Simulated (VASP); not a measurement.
# H3W12C13 in VASP: a series of runs

The runs below take H3W12C13 through single point, with PBE.

All numbers are computed with VASP 6.6.1; they aren't measurements. Logs are shortened: lines on timing, memory, paths and dates and some standing lists are left out, and cuts for length are marked.

### Step 1. The cell of the first run

The cell holds a slab with vacuum, 28 atoms: a = 5.811 Å, b = 5.811 Å, c = 19.100 Å, α = 90.00°, β = 90.00°, γ = 120.00°.

### Step 2. Single point, PBE

File INCAR:

```
SYSTEM = H3W12C13
  PREC = Accurate
  ENCUT = 520
  EDIFF = 1E-6
  ISMEAR = 0
  SIGMA = 0.05
  LREAL = Auto
  LASPH = .TRUE.
  NELM = 60
  ALGO = Normal
  ISIF = 2
  LWAVE = .FALSE.
  LCHARG = .TRUE.
  GGA = PE
  LELF = .TRUE.
  LVHAR = .TRUE.
  NBANDS = 132
```

File KPOINTS:

```
regular mesh
0
G
  3 3 1
  0 0 0
```

File POSCAR:

```
H3W12C13
1.0
    5.8108000000      0.0000000000      0.0000000000
   -2.9054000000      5.0323000000      0.0000000000
    0.0000000000      0.0000000000     19.1003750000
W C H
12 13 3
Direct
    0.0000000000      0.0000000000      0.0523549930
   -0.0006668574     -0.0002388570      0.2021769730
    0.0001085576     -0.0021828985      0.3556047983
    0.0000000000      0.5000000000      0.0523549930
   -0.0018122682      0.4996256185      0.2015514355
   -0.0058310916      0.4987480874      0.3518640864
    0.5000000000      0.0000000000      0.0523549930
    0.4998395181      0.0011855414      0.2015506502
    0.4966334049      0.0021846869      0.3520876423
    0.5000000000      0.5000000000      0.0523549930
    0.4992139548      0.5001013453      0.2008865795
    0.4907606217      0.5080380740      0.3485211154
    0.3333333665      0.1666667329      0.1267030098
    0.3291255348      0.1665848618      0.2738269275
    0.3721338462      0.2002179918      0.4204112746
    0.3333333665      0.6666667329      0.1267030098
    0.3296265088      0.6687057608      0.2718422544
    0.3240570952      0.6713987640      0.4141937004
    0.8333333665      0.1666667329      0.1267030098
    0.8342579600      0.1631307752      0.2761886089
    0.8340243337      0.1674697454      0.4180389128
    0.8333333665      0.6666667329      0.1267030098
    0.8319757985      0.6695387795      0.2739394384
    0.7975715011      0.6261617948      0.4209119454
    0.5573041945      0.4415124297      0.4578446235
    0.7940793466      0.1672620869      0.4737989699
    0.4995375903      0.4938600640      0.5073401438
    0.3073497547      0.6889054707      0.4705632219
```

Potentials or basis: VASP PAW PBE potentials, release 64 (W_sv, C, H).

On the command line:

```sh
> cat potpaw_PBE.64/W_sv/POTCAR potpaw_PBE.64/C/POTCAR potpaw_PBE.64/H/POTCAR > POTCAR
> mpirun -np 1 vasp_std > vasp.out
```

OUTCAR:

```text
SYSTEM = H3W12C13
   PREC = Accurate
   ENCUT = 520
   EDIFF = 1E-6
   ISMEAR = 0
   LREAL = Auto
   LASPH = .TRUE.
   NELM = 60
   ISIF = 2
   GGA = PE

 ion  position               nearest neighbor table
   1  0.000  0.000  0.052-  22 2.20  19 2.20  13 2.20   2 2.86  10 2.91   4 2.91   4 2.91  10 2.91
                             7 2.91   7 2.91
   2  0.999  1.000  0.202-  14 2.15  23 2.15  20 2.17  19 2.21  22 2.21  13 2.21   1 2.86   5 2.90
                             8 2.90  11 2.90  11 2.91   8 2.91   5 2.91   3 2.93
   3  0.000  0.998  0.356-  21 2.07  15 2.25  24 2.25  20 2.25  23 2.27  14 2.28   9 2.87   6 2.88
                            12 2.91  12 2.91   6 2.93   2 2.93   9 2.94
   4  0.000  0.500  0.052-  19 2.20  22 2.20  16 2.20   5 2.85   7 2.91   1 2.91   1 2.91   7 2.91
                            10 2.91  10 2.91
   5  0.998  0.500  0.202-  17 2.14  23 2.18  22 2.20  19 2.20  16 2.21  20 2.21   4 2.85   6 2.87
                             8 2.90  11 2.90   2 2.90   2 2.91  11 2.91   8 2.91
   6  0.994  0.499  0.352-  18 2.04  21 2.09  24 2.11  20 2.22  23 2.24  17 2.28  12 2.86   5 2.87
                             3 2.88   9 2.89   9 2.92   3 2.93  12 2.95
   7  0.500  0.000  0.052-  16 2.20  13 2.20  19 2.20   8 2.85  10 2.91   4 2.91  10 2.91   4 2.91
                             1 2.91   1 2.91
   8  0.500  0.001  0.202-  17 2.15  14 2.18  13 2.20  19 2.20  20 2.21  16 2.21   7 2.85   9 2.88
                             5 2.90  11 2.90   2 2.90   2 2.91  11 2.91   5 2.91
   9  0.497  0.002  0.352-  18 2.04  15 2.09  21 2.11  20 2.23  14 2.24  17 2.27  12 2.86   3 2.87
[... 9 lines left out ...]
  15  0.372  0.200  0.420-  25 1.46  12 2.08   9 2.09   3 2.25
  16  0.333  0.667  0.127-  11 2.19   7 2.20  10 2.20   4 2.20   8 2.21   5 2.21
  17  0.330  0.669  0.272-   5 2.14   8 2.15  11 2.18  12 2.18   9 2.27   6 2.28
  18  0.324  0.671  0.414-  28 1.09   6 2.04   9 2.04  12 2.08
  19  0.833  0.167  0.127-   4 2.20   1 2.20   7 2.20   5 2.20   8 2.20   2 2.21
  20  0.834  0.163  0.276-   2 2.17   8 2.21   5 2.21   6 2.22   9 2.23   3 2.25
  21  0.834  0.167  0.418-  26 1.09   3 2.07   6 2.09   9 2.11
  22  0.833  0.667  0.127-   1 2.20   4 2.20  10 2.20   5 2.20  11 2.20   2 2.21
  23  0.832  0.670  0.274-   2 2.15  11 2.18   5 2.18  12 2.23   6 2.24   3 2.27
  24  0.798  0.626  0.421-  25 1.45  12 2.08   6 2.11   3 2.25
  25  0.557  0.442  0.458-  27 1.10  24 1.45  15 1.46  12 2.19
  26  0.794  0.167  0.474-  21 1.09
  27  0.500  0.494  0.507-  25 1.10
  28  0.307  0.689  0.471-  18 1.09

  LATTYP: Found a hexagonal cell.
 ALAT       =     5.8108000000
 C/A-ratio  =     3.2870473945

  Lattice vectors:

 A1 = (   5.8108000000,   0.0000000000,   0.0000000000)
 A2 = (  -2.9054000000,   5.0323000000,   0.0000000000)
 A3 = (   0.0000000000,   0.0000000000,  19.1003750000)

Analysis of symmetry for initial positions (statically):
=====================================================================
 Subroutine PRICEL returns:
 Original cell was already a primitive cell.

 Routine SETGRP: Setting up the symmetry group for a
 hexagonal supercell.

 Subroutine GETGRP returns: Found  1 space group operations
 (whereof  1 operations were pure point group operations)
 out of a pool of 24 trial point group operations.

The static configuration has the point symmetry C_1 .

Analysis of symmetry for dynamics (positions and initial velocities):
=====================================================================
 Subroutine PRICEL returns:
 Original cell was already a primitive cell.

 Routine SETGRP: Setting up the symmetry group for a
 hexagonal supercell.

 Subroutine GETGRP returns: Found  1 space group operations
 (whereof  1 operations were pure point group operations)
 out of a pool of 24 trial point group operations.

The dynamic configuration has the point symmetry C_1 .

 Subroutine INISYM returns: Found  1 space group operations
 (whereof  1 operations are pure point group operations),
 and found     1 'primitive' translations

----------------------------------------------------------------------------------------

                                     Primitive cell

  volume of cell :     558.5272

  direct lattice vectors                    reciprocal lattice vectors
     5.810800000  0.000000000  0.000000000     0.172093343  0.099358146  0.000000000
    -2.905400000  5.032300000  0.000000000     0.000000000  0.198716293  0.000000000
     0.000000000  0.000000000 19.100375000     0.000000000  0.000000000  0.052354993

  length of vectors
     5.810800000  5.810799639 19.100375000     0.198716280  0.198716293  0.052354993

  position of ions in fractional coordinates (direct lattice)
[... 66 lines left out ...]
 generate k-points for:    3    3    1

 Generating k-lattice:

  Cartesian coordinates                     Fractional coordinates (reciprocal lattice)
     0.057364448  0.033119382  0.000000000     0.333333333  0.000000000  0.000000000
     0.000000000  0.066238764  0.000000000     0.000000000  0.333333333  0.000000000
     0.000000000  0.000000000  0.052354993     0.000000000  0.000000000  1.000000000

  Length of vectors
     0.066238760  0.066238764  0.052354993

  Shift w.r.t. Gamma in fractional coordinates (k-lattice)
     0.000000000  0.000000000  0.000000000

 Subroutine IBZKPT returns following result:
 ===========================================

 Found      5 irreducible k-points:

 Following reciprocal coordinates:
            Coordinates               Weight
  0.000000  0.000000  0.000000      1.000000
  0.333333  0.000000  0.000000      2.000000
  0.000000  0.333333  0.000000      2.000000
 -0.333333  0.333333  0.000000      2.000000
  0.333333  0.333333  0.000000      2.000000
   k-points           NKPTS =      5   k-points in BZ     NKDIM =      5   number of bands    NBANDS=    132
   number of dos      NEDOS =    301   number of ions     NIONS =     28
   total plane-waves  NPLWV = 331776
   dimension x,y,z NGX =    48 NGY =   48 NGZ =  144
   dimension x,y,z NGXF=    96 NGYF=   96 NGZF=  288
   ions per type =              12  13   3
   NGX,Y,Z   is equivalent  to a cutoff of  13.73, 13.73, 12.53 a.u.
   NGXF,Y,Z  is equivalent  to a cutoff of  27.47, 27.47, 25.07 a.u.
 SYSTEM =  H3W12C13
   PREC   = accura    normal or accurate (medium, high low for compatibility)
   ISTART =      0    job   : 0-new  1-cont  2-samecut
   ICHARG =      2    charge: 1-file 2-atom 10-const
   ISPIN  =      1    spin polarized calculation?
   LNONCOLLINEAR =      F non collinear calculations
   LSORBIT =      F    spin-orbit coupling
   LASPH  =      T    aspherical Exc in radial PAW
   ENCUT  =  520.0 eV  38.22 Ry    6.18 a.u.  10.80 10.80 35.51*2*pi/ulx,y,z
   NELM   =     60;   NELMIN=  2; NELMDL= -5     # of ELM steps
   EDIFF  = 0.1E-05   stopping-criterion for ELM
   LREAL  =      T    real-space projection
   EDIFFG = 0.1E-04   stopping-criterion for IOM
   NSW    =      0    number of steps for IOM
   IBRION =     -1    ionic relax: 0-MD 1-quasi-New 2-CG
   NFREE  =      0    steps in history (QN), initial steepest desc. (CG)
   ISIF   =      2    stress and relaxation
   ISYM   =      2    0-nonsym 1-usesym 2-fastsym
   POTIM  = 0.5000    time-step for ionic-motion
   TEBEG  =    0.0;   TEEND  =   0.0 temperature during run
   PSTRESS=    0.0 pullay stress
   NELECT =     223.0000    total number of electrons
   NUPDOWN=      -1.0000    fix difference up-down
   EMIN   =  10.00;   EMAX   =-10.00  energy-range for DOS
   EFERMI =   0.00;   METHOD = LEGACY
   ISMEAR =     0;   SIGMA  =   0.05  broadening in eV -4-tet -1-fermi 0-gaus
   EFERMI_NEDOS =   21; number of points for ismear=-14 and -15
   IALGO  =     38    algorithm
   IMIX   =      4    mixing-type and parameters
     AMIX     =   0.40;   BMIX     =  1.00
     AMIX_MAG =   1.60;   BMIX_MAG =  1.00
  volume/ion in A,a.u.               =      19.95       134.61
  Fermi-wavevector in a.u.,A,eV,Ry     =   1.205485  2.278036 19.771893  1.453193
  Thomas-Fermi vector in A             =   2.341180
   LORBIT       =      0    0 simple, 1 ext, 2 COOP (PROOUT), +10 PAW based schemes
   GGA     = PE    functional components
   LHFCALC =     F    Hartree Fock is set to
   AEXX    =    0.0000 exact exchange contribution
   IVDW    =     0    specifies the selected vdW correction
   LEPSILON=     F    determine dielectric tensor
   LRPA    =     F    only Hartree local field effects (RPA)
 non-spin polarized calculation
 Gauss-broadening in eV      SIGMA  =   0.05
  energy-cutoff  :      520.00
  volume of cell :      558.53
 maximum number of plane-waves:     15057
 NGX is ok and might be reduce to    48
   NGX = 21   NGY = 21   NGZ = 71

 number of electron     222.9999989 magnetization

 Free energy of the ion-electron system (eV)
  ---------------------------------------------------
  ext. energy  EPLUGINS =         0.00000000
  ---------------------------------------------------
  free energy    TOTEN  =      -275.59555300 eV

  energy without entropy =     -275.58941601  energy(sigma->0) =     -275.59248451

 E-fermi :   2.4656     XC(G=0):  -7.5275

 val. band max:        2.4185166116   @ k =   0.0000   0.0000   0.0000
 cond. band min:       2.4696854582   @ k =   0.0000   0.0000   0.0000
 fundamental gap:      0.0511688466
 Fermi energy:         2.4656052660

 k-point     1 :       0.0000    0.0000    0.0000
  band No.  band energies     occupation
      1     -71.4996      2.00000
      2     -71.4732      2.00000
      3     -71.4493      2.00000
      4     -71.4414      2.00000
      5     -71.4302      2.00000
      6     -71.4203      2.00000
[... 619 lines left out ...]
    122       4.5846      0.00000
    123       4.7045      0.00000
 [bands above 123 left out]

------------------------ aborting loop because EDIFF is reached ----------------------------------------

  FORCE on cell =-STRESS in cart. coord.  units (eV):
  Direction    XX          YY          ZZ          XY          YZ          ZX
  --------------------------------------------------------------------------------------
  -------------------------------------------------------------------------------------
  Total        4.9004047      1.3291806     -3.2963119     -2.4937231     -0.2112396      1.3928677
  in kB       14.0571793      3.8128546     -9.4557185     -7.1534322     -0.6059566      3.9955458
  external PRESSURE =       2.8047718 kB  Pullay stress =       0.0000000 kB

 VOLUME and BASIS-vectors are now :
 -----------------------------------------------------------------------------
  energy-cutoff  :      520.00
  volume of cell :      558.53
      direct lattice vectors                 reciprocal lattice vectors
     5.810800000  0.000000000  0.000000000     0.172093343  0.099358146  0.000000000
    -2.905400000  5.032300000  0.000000000     0.000000000  0.198716293  0.000000000
     0.000000000  0.000000000 19.100375000     0.000000000  0.000000000  0.052354993

 POSITION                                       TOTAL-FORCE (eV/Angst)
 -----------------------------------------------------------------------------------
      0.00000      0.00000      1.00000        -0.036137      0.021338      0.944904
      2.90222      5.03110      3.86166        -0.001077      0.000402     -0.006880
     -2.89843      5.02131      6.79218         0.019660     -0.011703      0.007637
     -1.45270      2.51615      1.00000        -0.032520     -0.036153      0.896263
      4.34866      2.51427      3.84971         0.000120     -0.002008     -0.005585
      4.32785      2.50985      6.72074        -0.009339     -0.001043     -0.010443
[... 20 lines left out ...]
      1.46785      2.48525      9.69039         0.023597     -0.003165      0.001447
     -0.21560      3.46678      8.98793         0.016485      0.011820      0.017869
 -----------------------------------------------------------------------------------
    total drift:                                0.001888     -0.005586      0.047682

  FREE ENERGIE OF THE ION-ELECTRON SYSTEM (eV)
  ---------------------------------------------------
  free  energy   TOTEN  =      -275.5955529953 eV

  energy  without entropy=     -275.5894160148  energy(sigma->0) =     -275.59248451
```

Wall time 18 min (1 thread of Intel Xeon Platinum 8488C (Sapphire Rapids), shared host); peak memory 0.8 GiB.

Results:

* Free energy: -275.5956 eV
* Largest force: 0.974 eV/Å
* Band gap on the k mesh: zero (an odd number of electrons rules out a gap without spin polarisation)

Forces in eV/Å, atoms in the order of the input:
```
W   -0.036  0.021  0.945
W   -0.001  0.000 -0.007
W    0.020 -0.012  0.008
W   -0.033 -0.036  0.896
W    0.000 -0.002 -0.006
W   -0.009 -0.001 -0.010
W    0.021  0.034  0.896
W    0.001  0.002 -0.006
W   -0.005  0.006 -0.020
W   -0.039  0.017  0.752
W    0.003 -0.001 -0.009
W   -0.005  0.008 -0.046
C   -0.043 -0.081 -0.970
C    0.005 -0.003  0.006
C   -0.015 -0.069  0.037
C   -0.086  0.040 -0.876
C   -0.006  0.001  0.014
C    0.002 -0.005  0.076
C   -0.025 -0.008 -0.955
C    0.006 -0.009 -0.004
C    0.003 -0.008  0.058
C    0.042  0.048 -0.966
C    0.001  0.000 -0.005
C    0.057  0.055  0.022
C   -0.038 -0.031  0.065
H    0.138  0.024  0.085
H    0.024 -0.003  0.001
H    0.016  0.012  0.018
```

Levels at points of the mesh, in eV from the Fermi level:
```csv
k point,band 108,band 109,band 110,band 111,band 112,band 113,band 114,band 115,band 116,band 117
"(0.00, 0.00, 0.00)",0.00,0.04,0.13,0.62,0.64,0.65,0.80,1.10,1.18,2.24
```

Caveat: the k points lie up to 0.42 Å⁻¹ apart, too coarse for converged energies and pressures of a metal; spin-orbit coupling is left out, which moves the levels of the heavy elements.

(Continued in part 2 of 2.)
